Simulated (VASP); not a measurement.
# SiO2 (P4_2/mnm) in VASP: notebook

Runs on SiO2. Level: LDA. Tasks: single point.

All numbers are computed with VASP 6.6.1; they aren't measurements. Logs are shortened: lines on timing, memory, paths and dates and some standing lists are left out, and cuts for length are marked.

### Step 1. The cell of the first run

The structure is tetragonal, space group P4_2/mnm (No. 136). Conventional cell: a = 4.030 Å, b = 4.030 Å, c = 2.789 Å, α = 90.00°, β = 90.00°, γ = 90.00°. Si (site symmetry mmm) has 6 O at 1.74 to 1.78 Å within 2.3 Å. Within 2.3 Å of O (site symmetry m2m) lie 3 Si at 1.74 to 1.78 Å and 1 O at 2.22 Å.

### Step 2. Single point, LDA

The input, INCAR:

```
PREC = Accurate
ENCUT = 1340
EDIFF = 1E-6
ISMEAR = 0
SIGMA = 0.05
LREAL = F
LASPH = T
NELM = 120
ALGO = Normal
ISIF = 2
LWAVE = F
LCHARG = F
GGA = CA
NBANDS = 25
GGA_COMPAT = F
```

The input, KPOINTS:

```
Automatic mesh
0
Gamma
  6 6 8
```

The input, POSCAR:

```
SiO2
1.0
    4.0305000000      0.0000000000      0.0000000000
    0.0000000000      4.0305000000      0.0000000000
    0.0000000000      0.0000000000      2.7891000000
Si O
2 4
Direct
    0.5000000000      0.5000000000      0.5000000000
    0.0000000000      0.0000000000      0.0000000000
    0.6944252994      0.6944252994      0.0000000000
    0.1944252994      0.8055747006      0.5000000000
    0.3055747006      0.3055747006      0.0000000000
    0.8055747006      0.1944252994      0.5000000000
```

Potentials or basis: VASP PAW LDA potentials, release 64 (Si, O_h).

Command:

```
cat potpaw_LDA.64/Si/POTCAR potpaw_LDA.64/O_h/POTCAR > POTCAR
mpirun -np 1 vasp_std > vasp.out
```

OUTCAR:

```text
PREC = Accurate
   ENCUT = 1340
   EDIFF = 1E-6
   ISMEAR = 0
   LREAL = F
   LASPH = T
   NELM = 120
   ISIF = 2
   GGA = CA

 ion  position               nearest neighbor table
   1  0.500  0.500  0.500-   4 1.74   6 1.74   5 1.78   3 1.78   3 1.78   5 1.78
   2  0.000  0.000  0.000-   3 1.74   5 1.74   4 1.78   6 1.78   4 1.78   6 1.78
   3  0.694  0.694  0.000-   2 1.74   1 1.78   1 1.78
   4  0.194  0.806  0.500-   1 1.74   2 1.78   2 1.78
   5  0.306  0.306  0.000-   2 1.74   1 1.78   1 1.78
   6  0.806  0.194  0.500-   1 1.74   2 1.78   2 1.78

  LATTYP: Found a simple tetragonal cell.
 ALAT       =     4.0305000000
 C/A-ratio  =     0.6919985114

  Lattice vectors:

 A1 = (   4.0305000000,   0.0000000000,   0.0000000000)
 A2 = (   0.0000000000,   4.0305000000,   0.0000000000)
 A3 = (   0.0000000000,   0.0000000000,   2.7891000000)

Analysis of symmetry for initial positions (statically):
=====================================================================
 Subroutine PRICEL returns:
 Original cell was already a primitive cell.

 Routine SETGRP: Setting up the symmetry group for a
 simple tetragonal supercell.

 Subroutine GETGRP returns: Found 16 space group operations
 (whereof  8 operations were pure point group operations)
 out of a pool of 16 trial point group operations.

The static configuration has the point symmetry D_2h.
 The point group associated with its full space group is D_4h.

Analysis of symmetry for dynamics (positions and initial velocities):
=====================================================================
 Subroutine PRICEL returns:
 Original cell was already a primitive cell.

 Routine SETGRP: Setting up the symmetry group for a
 simple tetragonal supercell.

 Subroutine GETGRP returns: Found 16 space group operations
 (whereof  8 operations were pure point group operations)
 out of a pool of 16 trial point group operations.

The dynamic configuration has the point symmetry D_2h.
 The point group associated with its full space group is D_4h.

 Subroutine INISYM returns: Found 16 space group operations
 (whereof  8 operations are pure point group operations),
 and found     1 'primitive' translations

----------------------------------------------------------------------------------------

                                     Primitive cell

  volume of cell :      45.3087

[... 98 lines left out ...]
   EDIFFG = 0.1E-04   stopping-criterion for IOM
   NSW    =      0    number of steps for IOM
   IBRION =     -1    ionic relax: 0-MD 1-quasi-New 2-CG
   NFREE  =      0    steps in history (QN), initial steepest desc. (CG)
   ISIF   =      2    stress and relaxation
   ISYM   =      2    0-nonsym 1-usesym 2-fastsym
   POTIM  = 0.5000    time-step for ionic-motion
   TEBEG  =    0.0;   TEEND  =   0.0 temperature during run
   PSTRESS=    0.0 pullay stress
   NELECT =      32.0000    total number of electrons
   NUPDOWN=      -1.0000    fix difference up-down
   EMIN   =  10.00;   EMAX   =-10.00  energy-range for DOS
   EFERMI =   0.00;   METHOD = LEGACY
   ISMEAR =     0;   SIGMA  =   0.05  broadening in eV -4-tet -1-fermi 0-gaus
   EFERMI_NEDOS =   21; number of points for ismear=-14 and -15
   IALGO  =     38    algorithm
   IMIX   =      4    mixing-type and parameters
     AMIX     =   0.40;   BMIX     =  1.00
     AMIX_MAG =   1.60;   BMIX_MAG =  1.00
  volume/ion in A,a.u.               =       7.55        50.96
  Fermi-wavevector in a.u.,A,eV,Ry     =   1.457910  2.755051 28.919222  2.125503
  Thomas-Fermi vector in A             =   2.574657
   LORBIT       =      0    0 simple, 1 ext, 2 COOP (PROOUT), +10 PAW based schemes
   GGA     = CA    functional components
   LHFCALC =     F    Hartree Fock is set to
   AEXX    =    0.0000 exact exchange contribution
   IVDW    =     0    specifies the selected vdW correction
   LEPSILON=     F    determine dielectric tensor
   LRPA    =     F    only Hartree local field effects (RPA)
 non-spin polarized calculation
 Gauss-broadening in eV      SIGMA  =   0.05
  energy-cutoff  :     1340.00
  volume of cell :       45.31
 maximum number of plane-waves:      5080
   NGX = 25   NGY = 25   NGZ = 17

 number of electron      32.0000001 magnetization

 Free energy of the ion-electron system (eV)
  ---------------------------------------------------
  ext. energy  EPLUGINS =         0.00000000
  ---------------------------------------------------
  free energy    TOTEN  =       -51.78382745 eV

  energy without entropy =      -51.78382745  energy(sigma->0) =      -51.78382745

 E-fermi :   9.4311     XC(G=0): -12.9067

 val. band max:        9.1970662765   @ k =   0.0000   0.0000   0.0000
 cond. band min:      14.6808504333   @ k =   0.0000   0.0000   0.0000
 fundamental gap:      5.4837841568
 Fermi energy:         9.4310872151

 k-point     1 :       0.0000    0.0000    0.0000
  band No.  band energies     occupation
      1     -13.3761      2.00000
      2      -9.3142      2.00000
      3      -9.3142      2.00000
      4      -8.9094      2.00000
      5      -1.8451      2.00000
      6       2.6603      2.00000
[... 661 lines left out ...]
     24      21.5553      0.00000
     25      22.8831      0.00000

 [... further k-points ...]

------------------------ aborting loop because EDIFF is reached ----------------------------------------

  FORCE on cell =-STRESS in cart. coord.  units (eV):
  Direction    XX          YY          ZZ          XY          YZ          ZX
  --------------------------------------------------------------------------------------
  -------------------------------------------------------------------------------------
  Total        4.1257849      4.1257849     -5.4713106      0.0000000      0.0000000      0.0000000
  in kB      145.8932600    145.8932600   -193.4728424      0.0000000      0.0000000      0.0000000
  external PRESSURE =      32.7712259 kB  Pullay stress =       0.0000000 kB

 VOLUME and BASIS-vectors are now :
 -----------------------------------------------------------------------------
  energy-cutoff  :     1340.00
  volume of cell :       45.31
      direct lattice vectors                 reciprocal lattice vectors
     4.030500000  0.000000000  0.000000000     0.248108175  0.000000000  0.000000000
     0.000000000  4.030500000  0.000000000     0.000000000  0.248108175  0.000000000
     0.000000000  0.000000000  2.789100000     0.000000000  0.000000000  0.358538597

 POSITION                                       TOTAL-FORCE (eV/Angst)
 -----------------------------------------------------------------------------------
      2.01525      2.01525      1.39455        -0.000000      0.000000     -0.000000
      0.00000      0.00000      0.00000        -0.000000      0.000000     -0.000000
      2.79888      2.79888      0.00000         0.306826      0.306826      0.000000
      0.78363      3.24687      1.39455         0.306826     -0.306826     -0.000000
      1.23162      1.23162      0.00000        -0.306826     -0.306826     -0.000000
      3.24687      0.78363      1.39455        -0.306826      0.306826      0.000000
 -----------------------------------------------------------------------------------
    total drift:                                0.000000     -0.000000      0.000000

  FREE ENERGIE OF THE ION-ELECTRON SYSTEM (eV)
  ---------------------------------------------------
  free  energy   TOTEN  =       -51.7838274473 eV

  energy  without entropy=      -51.7838274473  energy(sigma->0) =      -51.78382745
```

OSZICAR:

```text
N       E                     dE             d eps       ncg     rms          rms(c)
DAV:   1     0.298206699315E+03    0.29821E+03   -0.30954E+04  2500   0.268E+03
DAV:   2    -0.321509994206E+02   -0.33036E+03   -0.30725E+03  3527   0.419E+02
DAV:   3    -0.564139596471E+02   -0.24263E+02   -0.24045E+02  3321   0.110E+02
DAV:   4    -0.567305583947E+02   -0.31660E+00   -0.31612E+00  3155   0.132E+01
DAV:   5    -0.567365847583E+02   -0.60264E-02   -0.60180E-02  3324   0.175E+00    0.183E+01
DAV:   6    -0.518805630259E+02    0.48560E+01   -0.13207E+01  3266   0.247E+01    0.878E+00
DAV:   7    -0.518236242748E+02    0.56939E-01   -0.72657E-01  3066   0.527E+00    0.304E+00
DAV:   8    -0.517900471740E+02    0.33577E-01   -0.26467E-02  3332   0.182E+00    0.116E+00
DAV:   9    -0.517838100861E+02    0.62371E-02   -0.55934E-03  3061   0.795E-01    0.206E-01
DAV:  10    -0.517838576112E+02   -0.47525E-04   -0.60100E-04  3333   0.174E-01    0.873E-02
DAV:  11    -0.517838275503E+02    0.30061E-04   -0.90656E-05  3188   0.723E-02    0.228E-02
DAV:  12    -0.517838274473E+02    0.10299E-06   -0.54135E-06  3141   0.172E-02
   1 F= -.51783827E+02 E0= -.51783827E+02  d E =-.300060E-13
```

stdout:

```text
POSCAR found type information on POSCAR SiO
 POSCAR found :  2 types and       6 ions
 scaLAPACK will be used
 LDA part: xc-table for (Slater(with rela. corr.)+CA(PZ))
 , standard interpolation
 POSCAR, INCAR and KPOINTS ok, starting setup
 FFT: planning ... GRIDC
 FFT: planning ... GRID_SOFT
 FFT: planning ... GRID
 WAVECAR not read
 entering main loop
```

Run time: 1.8 min. Hardware: 1 thread of Intel Xeon Platinum 8488C (Sapphire Rapids), shared host; peak memory 0.34 GiB.

What came out:

```
Free energy            : -51.7838 eV
Pressure               : 3.3 GPa
Largest force          : 0.434 eV/Å
Band gap on the k mesh : 5.48 eV
```

Forces in eV/Å, atoms in the order of the input:
```
Si   0.000  0.000  0.000
Si   0.000  0.000  0.000
O    0.307  0.307  0.000
O    0.307 -0.307  0.000
O   -0.307 -0.307  0.000
O   -0.307  0.307  0.000
```

Stress tensor (GPa, compression positive):
```
 14.59   0.00   0.00
  0.00  14.59   0.00
  0.00   0.00 -19.35
```

Levels at points of the mesh, in eV from the valence-band top:
| k point | band 14 | band 15 | band 16 | band 17 | band 18 | band 19 |
| --- | --- | --- | --- | --- | --- | --- |
| (0.00, 0.00, 0.00) | -0.78 | -0.78 | 0.00 | 5.48 | 5.76 | 7.47 |
| (0.50, 0.00, 0.00) | -2.95 | -1.00 | -1.00 | 7.25 | 7.25 | 8.21 |
| (0.50, 0.50, 0.00) | -2.99 | -2.06 | -2.06 | 6.93 | 6.93 | 9.39 |
| (0.00, 0.00, 0.50) | -3.48 | -2.67 | -2.67 | 9.48 | 9.48 | 12.34 |
| (0.50, 0.00, 0.50) | -2.12 | -1.73 | -1.73 | 9.12 | 9.12 | 10.82 |
| (0.50, 0.50, 0.50) | -1.53 | -1.50 | -1.50 | 7.67 | 7.67 | 11.31 |

Caveat: the stress differs along the axes, from -19 to 15 GPa. A k mesh can miss the band edges.

### Step 3. Single point, LDA

This run uses another cell than the first one, of 8.00 Å³/atom.

The input, INCAR:

```
  ALGO = Normal
  EDIFF = 1E-6
  ENCUT = 1340
  GGA = CA
  GGA_COMPAT = False
  ISIF = 2
  ISMEAR = 0
  LASPH = True
  LCHARG = True
  LELF = True
  LREAL = False
  LVHAR = True
  LWAVE = False
  NBANDS = 25
  NELM = 120
  PREC = Accurate
  SIGMA = 0.05
```

The input, KPOINTS:

```
k-points
0
Gamma
  6 6 8
```

POSCAR, as its differences from that of step 2:

```diff
@@ -2,5 +2,5 @@
 1.0
-    4.0305000000      0.0000000000      0.0000000000
-    0.0000000000      4.0305000000      0.0000000000
-    0.0000000000      0.0000000000      2.7891000000
+    4.0554000000      0.0000000000      0.0000000000
+    0.0000000000      4.0554000000      0.0000000000
+    0.0000000000      0.0000000000      2.9168000000
 Si O
```

Potentials or basis: VASP PAW LDA potentials, release 64 (Si, O_h).

Command:

```
cat potpaw_LDA.64/Si/POTCAR potpaw_LDA.64/O_h/POTCAR > POTCAR
mpirun -np 1 vasp_std > vasp.out
```

Wall time 2.2 min (1 thread of Intel Xeon Platinum 8488C (Sapphire Rapids), shared host); peak memory 0.34 GiB.

It converged, with:

```
Free energy            : -51.3866 eV
Pressure               : -14.7 GPa
Largest force          : 0.473 eV/Å
Band gap on the k mesh : 4.61 eV
```

Forces in eV/Å, atoms in the order of the input:
```
Si   0.000  0.000  0.000
Si   0.000  0.000  0.000
O    0.335  0.335  0.000
O    0.335 -0.335  0.000
O   -0.335 -0.335  0.000
O   -0.335  0.335  0.000
```

Stress tensor (GPa, compression positive):
```
  0.58   0.00   0.00
  0.00   0.58   0.00
  0.00   0.00 -45.13
```

Levels at points of the mesh, in eV from the valence-band top:
```
           k point  band 14  band 15  band 16  band 17  band 18  band 19
(0.00, 0.00, 0.00)    -0.67    -0.67     0.00     4.61     4.94     6.64
(0.50, 0.00, 0.00)    -2.79    -0.88    -0.88     6.43     6.43     7.44
(0.50, 0.50, 0.00)    -2.93    -1.69    -1.69     6.10     6.10     8.65
(0.00, 0.00, 0.50)    -3.22    -2.36    -2.36     8.75     8.75    11.73
(0.50, 0.00, 0.50)    -1.84    -1.49    -1.49     8.58     8.58    10.52
(0.50, 0.50, 0.50)    -1.27    -1.26    -1.26     7.04     7.04    11.11
```

Caveat: the stress differs along the axes, from -45 to 1 GPa. A k mesh can miss the band edges.

### Step 4. Single point, LDA

This run uses another cell than the first one, of 7.29 Å³/atom.

The input, INCAR:

```
PREC = Accurate
ENCUT = 1340
EDIFF = 1E-6
ISMEAR = 0
SIGMA = 0.05
LREAL = F
LASPH = T
NELM = 120
ALGO = Normal
ISIF = 2
LWAVE = F
LCHARG = T
GGA = CA
LELF = T
LVHAR = T
NBANDS = 25
GGA_COMPAT = F
```

The input, KPOINTS:

```
Automatic mesh
0
Gamma
  6 6 8
```

POSCAR, as its differences from that of step 3:

```diff
@@ -2,5 +2,5 @@
 1.0
-    4.0554000000      0.0000000000      0.0000000000
-    0.0000000000      4.0554000000      0.0000000000
-    0.0000000000      0.0000000000      2.9168000000
+    4.1551517022      0.0000000000      0.0000000000
+    0.0000000000      4.1551517022      0.0000000000
+    0.0000000000      0.0000000000      2.5336000000
 Si O
```

Command:

```
cat potpaw_LDA.64/Si/POTCAR potpaw_LDA.64/O_h/POTCAR > POTCAR
mpirun -np 1 vasp_std > vasp.out
```

Wall time 2.4 min (1 thread of Intel Xeon Platinum 8259CL at 2.50GHz (Skylake/Cascade Lake), shared host); peak memory 0.31 GiB.

Results (log left out):

```
Free energy            : -51.7455 eV
Pressure               : 22.1 GPa
Largest force          : 0.191 eV/Å
Band gap on the k mesh : 6.90 eV
```

Forces in eV/Å, atoms in the order of the input:
```
Si   0.000  0.000  0.000
Si   0.000  0.000  0.000
O    0.135  0.135  0.000
O    0.135 -0.135  0.000
O   -0.135 -0.135  0.000
O   -0.135  0.135  0.000
```

Stress tensor (GPa, compression positive):
```
11.33  0.00  0.00
 0.00 11.33  0.00
 0.00  0.00 43.72
```

Levels at points of the mesh, in eV from the valence-band top:
```
           k point  band 13  band 14  band 15  band 16  band 17  band 18  band 19  band 20
(0.00, 0.00, 0.00)    -2.31    -0.98    -0.98     0.00     6.90     7.47     9.56     9.56
(0.50, 0.00, 0.00)    -2.58    -2.58    -1.19    -1.19     8.93     8.93     9.96     9.96
(0.50, 0.50, 0.00)    -2.73    -2.73    -2.68    -2.68     8.50     8.50    10.97    10.97
(0.00, 0.00, 0.50)    -3.29    -3.29    -2.94    -2.94     9.66     9.66    12.91    12.91
(0.50, 0.00, 0.50)    -2.54    -2.54    -1.94    -1.94     9.12     9.12    10.01    10.01
(0.50, 0.50, 0.50)    -1.99    -1.99    -1.71    -1.71     7.65     7.65    11.11    11.11
```

Caveat: the stress differs along the axes, from 11 to 44 GPa.

### Step 5. Single point, LDA

This run uses another cell than the first one, of 7.38 Å³/atom.

The input, INCAR:

```
ALGO = Normal
EDIFF = 1E-6
ENCUT = 1340
GGA = CA
GGA_COMPAT = False
ISIF = 2
ISMEAR = 0
LASPH = True
LCHARG = False
LREAL = False
LWAVE = False
NBANDS = 25
NELM = 120
PREC = Accurate
SIGMA = 0.05
```

The input, KPOINTS:

```
k-points
0
Gamma
  6 6 8
```

POSCAR, as its differences from that of step 4:

```diff
@@ -2,5 +2,5 @@
 1.0
-    4.1551517022      0.0000000000      0.0000000000
-    0.0000000000      4.1551517022      0.0000000000
-    0.0000000000      0.0000000000      2.5336000000
+    4.0305000000      0.0000000000      0.0000000000
+    0.0000000000      4.0305000000      0.0000000000
+    0.0000000000      0.0000000000      2.7252000000
 Si O
```

Command:

```
cat potpaw_LDA.64/Si/POTCAR potpaw_LDA.64/O_h/POTCAR > POTCAR
mpirun -np 1 vasp_std > vasp.out
```

It took 2.1 min on 1 thread of Intel Xeon Platinum 8175M at 2.50GHz (Skylake/Cascade Lake), shared host; peak memory 0.33 GiB.

The run converged. Its results:

```
Free energy            : -51.8562 eV
Pressure               : 12.3 GPa
Largest force          : 0.451 eV/Å
Band gap on the k mesh : 5.82 eV
```

Forces on the atoms (eV/Å):
```
Si   0.000  0.000  0.000
Si   0.000  0.000  0.000
O    0.319  0.319  0.000
O    0.319 -0.319  0.000
O   -0.319 -0.319  0.000
O   -0.319  0.319  0.000
```

Stress tensor (GPa, compression positive):
```
20.22  0.00  0.00
 0.00 20.22  0.00
 0.00  0.00 -3.62
```

Levels at points of the mesh, in eV from the valence-band top:
```csv
k point,band 12,band 13,band 14,band 15,band 16,band 17,band 18,band 19,band 20,band 21
"(0.00, 0.00, 0.00)",-3.55,-2.75,-0.84,-0.84,0.00,5.82,6.29,7.94,7.94,10.99
"(0.50, 0.00, 0.00)",-4.11,-2.98,-2.98,-1.06,-1.06,7.67,7.67,8.65,8.65,11.90
"(0.50, 0.50, 0.00)",-3.74,-2.99,-2.99,-2.25,-2.25,7.36,7.36,9.78,9.78,14.25
"(0.00, 0.00, 0.50)",-4.70,-3.57,-3.57,-2.82,-2.82,9.74,9.74,12.67,12.67,13.59
"(0.50, 0.00, 0.50)",-4.24,-2.26,-2.26,-1.85,-1.85,9.28,9.28,10.86,10.86,12.30
"(0.50, 0.50, 0.50)",-4.47,-1.67,-1.67,-1.61,-1.61,7.89,7.89,11.36,11.36,11.85
```

Caveat: the stress differs along the axes, from -4 to 20 GPa. A k mesh can miss the band edges.

### Step 6. The runs side by side

| cell | gap on the mesh (eV) | pressure (GPa) | largest force (eV/Å) |
| --- | --- | --- | --- |
| a = 4.030, b = 4.030, c = 2.789 Å, 6 atoms | 5.48 | 3.3 | 0.43 |
| a = 4.055, b = 4.055, c = 2.917 Å, 6 atoms | 4.61 | -14.7 | 0.47 |
| a = 4.155, b = 4.155, c = 2.534 Å, 6 atoms | 6.90 | 22.1 | 0.19 |
| a = 4.030, b = 4.030, c = 2.725 Å, 6 atoms | 5.82 | 12.3 | 0.45 |

Alike in all rows: task single point; level LDA; potentials or basis VASP PAW LDA potentials, release 64 (Si, O_h); no spin polarisation; k mesh 6 × 6 × 8; cutoff (eV) 1340; smearing gaussian 0.05 eV.

Caveats: the stress differs along the axes, from -19 to 15 GPa (at least some runs); the stress differs along the axes, from -45 to 1 GPa (at least some runs); the stress differs along the axes, from 11 to 44 GPa (at least some runs); the stress differs along the axes, from -4 to 20 GPa (at least some runs).

Absolute energies hang on the potentials; compare differences alone.
